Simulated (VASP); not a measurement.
# Nb (Im-3m) in VASP: further runs

The runs below take Nb through single point, relaxation of cell and atoms, with PBEsol.

Everything below comes from runs of VASP 6.6.1. Logs are shortened: lines on timing, memory, paths and dates and some standing lists are left out, and cuts for length are marked.

## 1. The cell of the first run

The structure is cubic, space group Im-3m (No. 229). Conventional cell: a = 3.273 Å, b = 3.273 Å, c = 3.273 Å, α = 90.00°, β = 90.00°, γ = 90.00°. Within 3.7 Å of Nb (site symmetry m-3m) lie 14 Nb at 2.83 to 3.27 Å.

## 2. Single point, PBEsol

Contents of INCAR:

```
PREC = Accurate
ENCUT = 520
EDIFF = 1E-6
ISMEAR = -1
SIGMA = 0.1
LREAL = False
LASPH = True
NELM = 100
ALGO = Normal
ISIF = 2
LWAVE = False
LCHARG = False
GGA = PS
NBANDS = 12
```

Contents of KPOINTS:

```
Automatic mesh
0
Gamma
  24 24 24
```

Contents of POSCAR:

```
Nb
1.0
   -1.6364152807      1.6364152807      1.6364152807
    1.6364152807     -1.6364152807      1.6364152807
    1.6364152807      1.6364152807     -1.6364152807
Nb
1
Direct
    0.0000000000      0.0000000000      0.0000000000
```

Potentials or basis: VASP PAW PBE potentials, release 64 (Nb_sv).

The run is started by

```bash
> cat potpaw_PBE.64/Nb_sv/POTCAR > POTCAR
> mpirun -np 1 vasp_std > vasp.out
```

OUTCAR:

```text
PREC = Accurate
   ENCUT = 520
   EDIFF = 1E-6
   ISMEAR = -1
   LREAL = False
   LASPH = True
   NELM = 100
   ISIF = 2
   GGA = PS

 ion  position               nearest neighbor table
   1  0.000  0.000  0.000-

  LATTYP: Found a body centered cubic cell.
 ALAT       =     3.2728305614

  Lattice vectors:

 A1 = (  -1.6364152807,   1.6364152807,   1.6364152807)
 A2 = (   1.6364152807,  -1.6364152807,   1.6364152807)
 A3 = (   1.6364152807,   1.6364152807,  -1.6364152807)

Analysis of symmetry for initial positions (statically):
=====================================================================
 Subroutine PRICEL returns:
 Original cell was already a primitive cell.

 Routine SETGRP: Setting up the symmetry group for a
 body centered cubic supercell.

 Subroutine GETGRP returns: Found 48 space group operations
 (whereof 48 operations were pure point group operations)
 out of a pool of 48 trial point group operations.

The static configuration has the point symmetry O_h .

Analysis of symmetry for dynamics (positions and initial velocities):
=====================================================================
 Subroutine PRICEL returns:
 Original cell was already a primitive cell.

 Routine SETGRP: Setting up the symmetry group for a
 body centered cubic supercell.

 Subroutine GETGRP returns: Found 48 space group operations
 (whereof 48 operations were pure point group operations)
 out of a pool of 48 trial point group operations.

The dynamic configuration has the point symmetry O_h .

 Subroutine INISYM returns: Found 48 space group operations
 (whereof 48 operations are pure point group operations),
 and found     1 'primitive' translations

----------------------------------------------------------------------------------------

                                     Primitive cell

  volume of cell :      17.5283

  direct lattice vectors                    reciprocal lattice vectors
    -1.636415281  1.636415281  1.636415281     0.000000000  0.305545912  0.305545912
     1.636415281 -1.636415281  1.636415281     0.305545912  0.000000000  0.305545912
     1.636415281  1.636415281 -1.636415281     0.305545912  0.305545912  0.000000000

  length of vectors
     2.834354408  2.834354408  2.834354408     0.432107173  0.432107173  0.432107173

  position of ions in fractional coordinates (direct lattice)
     0.000000000  0.000000000  0.000000000

  ion indices of the primitive-cell ions
   primitive index   ion index
                 1           1

----------------------------------------------------------------------------------------

 KPOINTS: Automatic mesh

Automatic generation of k-mesh.
 Grid dimensions read from file:
 generate k-points for:   24   24   24

 Generating k-lattice:

  Cartesian coordinates                     Fractional coordinates (reciprocal lattice)
     0.000000000  0.012731080  0.012731080     0.041666667  0.000000000  0.000000000
     0.012731080  0.000000000  0.012731080     0.000000000  0.041666667  0.000000000
     0.012731080  0.012731080  0.000000000     0.000000000  0.000000000  0.041666667

  Length of vectors
     0.018004466  0.018004466  0.018004466

  Shift w.r.t. Gamma in fractional coordinates (k-lattice)
     0.000000000  0.000000000  0.000000000

 Subroutine IBZKPT returns following result:
 ===========================================

 Found    413 irreducible k-points:

 Following reciprocal coordinates:
            Coordinates               Weight
  0.000000  0.000000  0.000000      1.000000
  0.041667  0.000000  0.000000     12.000000
  0.083333  0.000000  0.000000     12.000000
  0.125000  0.000000  0.000000     12.000000
  0.166667  0.000000  0.000000     12.000000
  0.208333  0.000000  0.000000     12.000000
[... 16 lines left out ...]
  0.416667  0.041667  0.000000     48.000000
  0.458333  0.041667  0.000000     48.000000
 [... further k-points ...]
   k-points           NKPTS =    413   k-points in BZ     NKDIM =    413   number of bands    NBANDS=     12
   number of dos      NEDOS =    301   number of ions     NIONS =      1
   total plane-waves  NPLWV =  13824
   dimension x,y,z NGX =    24 NGY =   24 NGZ =   24
   dimension x,y,z NGXF=    48 NGYF=   48 NGZF=   48
   ions per type =               1
   NGX,Y,Z   is equivalent  to a cutoff of  14.08, 14.08, 14.08 a.u.
   NGXF,Y,Z  is equivalent  to a cutoff of  28.15, 28.15, 28.15 a.u.
 SYSTEM =  unknown system
   PREC   = accura    normal or accurate (medium, high low for compatibility)
   ISTART =      0    job   : 0-new  1-cont  2-samecut
   ICHARG =      2    charge: 1-file 2-atom 10-const
   ISPIN  =      1    spin polarized calculation?
   LNONCOLLINEAR =      F non collinear calculations
   LSORBIT =      F    spin-orbit coupling
   LASPH  =      T    aspherical Exc in radial PAW
   ENCUT  =  520.0 eV  38.22 Ry    6.18 a.u.   5.27  5.27  5.27*2*pi/ulx,y,z
   NELM   =    100;   NELMIN=  2; NELMDL= -5     # of ELM steps
   EDIFF  = 0.1E-05   stopping-criterion for ELM
   LREAL  =      F    real-space projection
   EDIFFG = 0.1E-04   stopping-criterion for IOM
   NSW    =      0    number of steps for IOM
   IBRION =     -1    ionic relax: 0-MD 1-quasi-New 2-CG
   NFREE  =      0    steps in history (QN), initial steepest desc. (CG)
   ISIF   =      2    stress and relaxation
   ISYM   =      2    0-nonsym 1-usesym 2-fastsym
   POTIM  = 0.5000    time-step for ionic-motion
   TEBEG  =    0.0;   TEEND  =   0.0 temperature during run
   PSTRESS=    0.0 pullay stress
   NELECT =      13.0000    total number of electrons
   NUPDOWN=      -1.0000    fix difference up-down
   EMIN   =  10.00;   EMAX   =-10.00  energy-range for DOS
   EFERMI =   0.00;   METHOD = LEGACY
   ISMEAR =    -1;   SIGMA  =   0.10  broadening in eV -4-tet -1-fermi 0-gaus
   EFERMI_NEDOS =   21; number of points for ismear=-14 and -15
   IALGO  =     38    algorithm
   IMIX   =      4    mixing-type and parameters
     AMIX     =   0.40;   BMIX     =  1.00
     AMIX_MAG =   1.60;   BMIX_MAG =  1.00
  volume/ion in A,a.u.               =      17.53       118.29
  Fermi-wavevector in a.u.,A,eV,Ry     =   1.481867  2.800322 29.877420  2.195928
  Thomas-Fermi vector in A             =   2.595724
   LORBIT       =      0    0 simple, 1 ext, 2 COOP (PROOUT), +10 PAW based schemes
   GGA     = PS    functional components
   LHFCALC =     F    Hartree Fock is set to
   AEXX    =    0.0000 exact exchange contribution
   IVDW    =     0    specifies the selected vdW correction
   LEPSILON=     F    determine dielectric tensor
   LRPA    =     F    only Hartree local field effects (RPA)
 non-spin polarized calculation
  energy-cutoff  :      520.00
  volume of cell :       17.53
 maximum number of plane-waves:       490
 NGX is ok and might be reduce to    24
   NGX = 11   NGY = 11   NGZ = 11

 number of electron      13.0000001 magnetization

 Free energy of the ion-electron system (eV)
  ---------------------------------------------------
  ext. energy  EPLUGINS =         0.00000000
  ---------------------------------------------------
  free energy    TOTEN  =       -10.97654227 eV

  energy without entropy =      -10.92975646  energy(sigma->0) =      -10.95314937

 E-fermi :  11.4452     XC(G=0): -12.7707

 val. band max:       11.4440233990   @ k =  -0.2083   0.2083   0.1667
 cond. band min:      11.4452561675   @ k =   0.0833   0.0417   0.0417
 fundamental gap:      0.0012327685
 Fermi energy:        11.4452141455

 k-point     1 :       0.0000    0.0000    0.0000
  band No.  band energies     occupation
      1     -42.8047      2.00000
      2     -18.0589      2.00000
      3     -18.0589      2.00000
      4     -18.0589      2.00000
      5       5.4060      2.00000
      6      11.7868      0.06359
      7      11.7868      0.06359
      8      11.7868      0.06359
      9      14.7885      0.00000
     10      14.7885      0.00000
     11      25.7134      0.00000
     12      25.7134      0.00000

 k-point     2 :       0.0417    0.0000    0.0000
  band No.  band energies     occupation
      1     -42.8001      2.00000
      2     -18.0866      2.00000
      3     -18.0673      2.00000
      4     -18.0592      2.00000
      5       5.4811      2.00000
      6      11.7397      0.09998
      7      11.7767      0.07014
      8      11.8584      0.03160
      9      14.7116      0.00000
     10      14.7881      0.00000
     11      25.7778      0.00000
     12      25.8430      0.00000

 k-point     3 :       0.0833    0.0000    0.0000
  band No.  band energies     occupation
      1     -42.7867      2.00000
      2     -18.1671      2.00000
      3     -18.0915      2.00000
      4     -18.0599      2.00000
      5       5.7004      2.00000
      6      11.6049      0.33697
      7      11.7379      0.10164
      8      12.0716      0.00380
      9      14.5210      0.00000
     10      14.7892      0.00000
     11      25.9533      0.00000
     12      26.2240      0.00000
[... 286 lines left out ...]
 k-point    23 :       0.4167    0.0417    0.0000
  band No.  band energies     occupation
      1     -42.5377      2.00000
      2     -19.4890      2.00000
      3     -18.5163      2.00000
      4     -18.0846      2.00000
      5       7.6795      2.00000
      6       9.7601      2.00000
      7      13.2316      0.00000
      8      14.8398      0.00000
      9      15.5653      0.00000
     10      17.7441      0.00000
     11      23.4656      0.00000
     12      24.2566      0.00000

 k-point    24 :       0.4583    0.0417    0.0000
  band No.  band energies     occupation
      1     -42.5282      2.00000
      2     -19.5348      2.00000
      3     -18.5319      2.00000
      4     -18.0852      2.00000
      5       7.6325      2.00000
      6       9.7046      2.00000
      7      13.5993      0.00000
      8      14.8180      0.00000
      9      15.6519      0.00000
     10      18.1168      0.00000
     11      23.2540      0.00000
     12      23.8897      0.00000

 [... further k-points ...]
[... 5 lines left out ...]
  --------------------------------------------------------------------------------------
  -------------------------------------------------------------------------------------
  Total       -0.0335272     -0.0335272     -0.0335272      0.0000000      0.0000000     -0.0000000
  in kB       -3.0645555     -3.0645555     -3.0645555      0.0000000      0.0000000     -0.0000000
  external PRESSURE =      -3.0645555 kB  Pullay stress =       0.0000000 kB

 VOLUME and BASIS-vectors are now :
 -----------------------------------------------------------------------------
  energy-cutoff  :      520.00
  volume of cell :       17.53
      direct lattice vectors                 reciprocal lattice vectors
    -1.636415281  1.636415281  1.636415281     0.000000000  0.305545912  0.305545912
     1.636415281 -1.636415281  1.636415281     0.305545912  0.000000000  0.305545912
     1.636415281  1.636415281 -1.636415281     0.305545912  0.305545912  0.000000000

 POSITION                                       TOTAL-FORCE (eV/Angst)
 -----------------------------------------------------------------------------------
      0.00000      0.00000      0.00000         0.000000     -0.000000      0.000000
 -----------------------------------------------------------------------------------
    total drift:                                0.000000      0.000000      0.000000

  FREE ENERGIE OF THE ION-ELECTRON SYSTEM (eV)
  ---------------------------------------------------
  free  energy   TOTEN  =       -10.9765422724 eV

  energy  without entropy=      -10.9297564616  energy(sigma->0) =      -10.95314937
```

Wall time 24 s (1 thread of Intel Xeon 6975P-C (Granite Rapids), shared host); peak memory 0.2 GiB.

What came out:

```
Free energy : -10.9765 eV
Pressure    : -0.3 GPa
```

Caveat: the PAW data sets were made with another functional, which shifts forces and pressure a little.

## 3. Relaxation of cell and atoms, PBEsol

This run uses another cell than the first one, of 18.43 Å³/atom, 1.051 times its volume.

Contents of INCAR:

```
  PREC = Accurate
  ENCUT = 600
  EDIFF = 1E-7
  ISMEAR = -1
  SIGMA = 0.1
  LREAL = False
  LASPH = True
  NELM = 80
  ALGO = Normal
  ISIF = 3
  LWAVE = False
  LCHARG = False
  GGA = PS
  IBRION = 2
  NSW = 100
  EDIFFG = -0.002
```

Contents of KPOINTS:

```
regular mesh
0
Gamma
  24 24 24
```

Contents of POSCAR:

```
Nb
1.0
   -1.6639500000      1.6639500000      1.6639500000
    1.6639500000     -1.6639500000      1.6639500000
    1.6639500000      1.6639500000     -1.6639500000
Nb
1
Direct
    0.0000000000      0.0000000000      0.0000000000
```

Potentials or basis: VASP PAW PBE potentials, release 64 (Nb_sv).

The run is started by

```bash
> cat potpaw_PBE.64/Nb_sv/POTCAR > POTCAR
> mpirun -np 1 vasp_std > vasp.out
```

Wall time 1.9 min (1 thread of Intel Xeon 6975P-C (Granite Rapids), shared host); peak memory 0.23 GiB.

The run converged. Its results:

| Quantity | Value |
| --- | --- |
| Free energy | -10.9772 eV |
| Relaxed volume | 17.50 Å³/atom |
| Relaxed cell | a = 2.833 Å, b = 2.833 Å, c = 2.833 Å, α = 109.47°, β = 109.47°, γ = 109.47° |
| Space group after relaxing (to 0.05 Å) | Im-3m (No. 229) |
| Energy gained by relaxing | 25.5 meV/atom |
| Ionic steps | 7 |
| Pressure after relaxing | 0.0 GPa |

The path:
| step | energy change (eV) | largest force (eV/Å) | pressure (GPa) | volume (Å³) |
| --- | --- | --- | --- | --- |
| 1 | 0.0000 | 0.0000 | -8.49 | 18.43 |
| 2 | 0.0654 | 0.0000 | 20.11 | 15.95 |
| 3 | -0.0255 | 0.0000 | -0.27 | 17.53 |
| 4 | -0.0255 | 0.0000 | -0.03 | 17.51 |
| 5 | -0.0255 | 0.0000 | 0.16 | 17.49 |
| 6 | -0.0255 | 0.0000 | -0.25 | 17.53 |
| 7 | -0.0255 | 0.0000 | 0.00 | 17.50 |

Final structure:
```yaml
crystal:
  lattice:
    - [-1.63565, 1.63565, 1.63565]
    - [1.63565, -1.63565, 1.63565]
    - [1.63565, 1.63565, -1.63565]
  atoms:
    - { symbol: Nb, position: [0.00000, 0.00000, 0.00000] }
```

Levels at points of the mesh, in eV from the Fermi level:
```
           k point  band 4  band 5  band 6  band 7  band 8  band 9
(0.00, 0.00, 0.00)  -29.50   -6.04    0.34    0.34    0.34    3.35
(0.50, 0.00, 0.00)  -29.52   -3.88   -1.77    2.41    3.40    4.11
(0.50, 0.50, 0.50)  -30.52   -3.92   -3.92    5.82    5.82    5.82
```

Caveat: the PAW data sets were made with another functional, which shifts forces and pressure a little.
